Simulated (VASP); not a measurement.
Wanted: the native input for a VASP 6.6.1 run.

```yaml
Task: density of states
Functional: PBE
Potentials_or_basis: VASP PAW PBE potentials, release 64 (Si, W_sv)
Cutoff: 520 eV
k_mesh: 12 × 12 × 8
Occupations: gaussian, width 0.1 eV
Spin: no spin polarisation
Dipole_correction: no
k_mesh_for_the_DOS: 18 × 18 × 12
Occupations_for_the_DOS: tetrahedron
Further_INCAR_settings: ALGO = Normal; EDIFF = 1e-06; NBANDS = 26
```

Si5W:

```
Si W
1.0
     4.47216    0.00000    0.00000
    -2.23608    3.87300    0.00000
     0.00000    0.00000    4.97750
Si W
5 1
Direct
  0.33333 0.66667 0.75295
  0.66667 0.33333 0.75295
  0.66667 0.33333 0.24705
  0.33333 0.66667 0.24705
  0.00000 0.00000 0.50000
  0.00000 0.00000 0.00000
```

These files were run (other wordings do the same):

POSCAR

```
Si5W
1.0
    4.4721601288      0.0000000000      0.0000000000
   -2.2360800644      3.8730042814      0.0000000000
    0.0000000000      0.0000000000      4.9774971646
Si W
5 1
Direct
    0.3333333333      0.6666666667      0.7529462810
    0.6666666667      0.3333333333      0.7529462810
    0.6666666667      0.3333333333      0.2470537190
    0.3333333333      0.6666666667      0.2470537190
    0.0000000000      0.0000000000      0.5000000000
    0.0000000000      0.0000000000      0.0000000000
```

INCAR.step1

```
SYSTEM = Si5W
ALGO = Normal ; EDIFF = 1E-6
ENCUT = 520 ; GGA = PE
ISIF = 2 ; ISMEAR = 0
LASPH = .True. ; LCHARG = .True.
LMAXMIX = 4 ; LREAL = .False.
LWAVE = .False. ; NBANDS = 26
NELM = 100 ; PREC = Accurate
SIGMA = 0.1
```

KPOINTS.step1

```
k-points
0
Gamma
  12 12 8
  0 0 0
```

INCAR.step2

```
SYSTEM = Si5W
ALGO = Normal ; EDIFF = 1E-6
ENCUT = 520 ; GGA = PE
ICHARG = 11 ; ISIF = 2
ISMEAR = -5 ; LASPH = .True.
LCHARG = .False. ; LMAXMIX = 4
LORBIT = 11 ; LREAL = .False.
LWAVE = .False. ; NBANDS = 26
NEDOS = 2001 ; NELM = 100
PREC = Accurate ; SIGMA = 0.1
```

KPOINTS.step2

```
k-points
0
Gamma
  18 18 12
  0 0 0
```

Potentials or basis: VASP PAW PBE potentials, release 64 (Si, W_sv).

Run with:

```console
$ cat potpaw_PBE.64/Si/POTCAR potpaw_PBE.64/W_sv/POTCAR > POTCAR
$ cp INCAR.step1 INCAR
$ cp KPOINTS.step1 KPOINTS
$ mpirun -np 1 vasp_std > vasp.out
$ cp INCAR.step2 INCAR
$ cp KPOINTS.step2 KPOINTS
$ mpirun -np 1 vasp_std > vasp.out
```

Results of the run:

```
Valence electrons inside the program's atomic spheres : Si 1.59, 1.58; W 11.98
```

Caveat: spin-orbit coupling is left out, which moves the levels of the heavy elements.

It took 18 min on 1 thread of AMD EPYC 7R43 64-Core Processor (Zen 3) (shared host), peak memory 0.53 GiB.
